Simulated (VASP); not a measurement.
Here is a VASP 6.6.1 calculation.

File INCAR:

```
PREC     = Accurate       # precision mode
ENCUT    = 520            # plane-wave cutoff, eV
EDIFF    = 1E-6           # SCF threshold, eV
ISMEAR   = -1             # smearing method
SIGMA    = 0.1            # smearing width, eV
LREAL    = False          # projectors in reciprocal space
LASPH    = True           # aspherical terms in the spheres
NELM     = 100            # most SCF steps
ALGO     = Normal         # electronic algorithm
ISIF     = 2              # what is computed and relaxed
LWAVE    = False          # write WAVECAR
LCHARG   = True           # write CHGCAR
GGA      = B5             # functional
ALDAX    = 1.0          
AGGAX    = 1.0          
AGGAC    = 1.0          
ALDAC    = 0.0          
LELF     = True           # ELF
LVHAR    = True         
NBANDS   = 42             # bands
```

The input KPOINTS:

```
Automatic mesh
0
Gamma
  7 7 7
```

File POSCAR:

```
Os
1.0
    4.9850189973      0.0000000000      0.0000000000
    0.0000000000      4.9850189973      0.0000000000
    0.0000000000      0.0000000000      4.9850189973
Os
8
Direct
    1.0000000000      1.0000000000      1.0000000000
    0.5000000000      0.5000000000      0.5000000000
    0.2500000000      1.0000000000      0.5000000000
    0.7500000000      1.0000000000      0.5000000000
    0.5000000000      0.2500000000      1.0000000000
    0.5000000000      0.7500000000      0.0000000000
    1.0000000000      0.5000000000      0.2500000000
    1.0000000000      0.5000000000      0.7500000000
```

Potentials or basis: VASP PAW PBE potentials, release 64 (Os).

Command:

```sh
$ cat potpaw_PBE.64/Os/POTCAR > POTCAR
$ mpirun -np 1 vasp_std > vasp.out
```

(1) What does it give for the band gap on the k mesh?

(2) Predict the pressure.

## Answers

(1) zero (bands 32 and 33 overlap by 0.58 eV).

(2) 2.0 GPa.

Caveat: the PAW data sets were made with another functional, which shifts forces and pressure a little; spin-orbit coupling is left out, which moves the levels of the heavy elements.
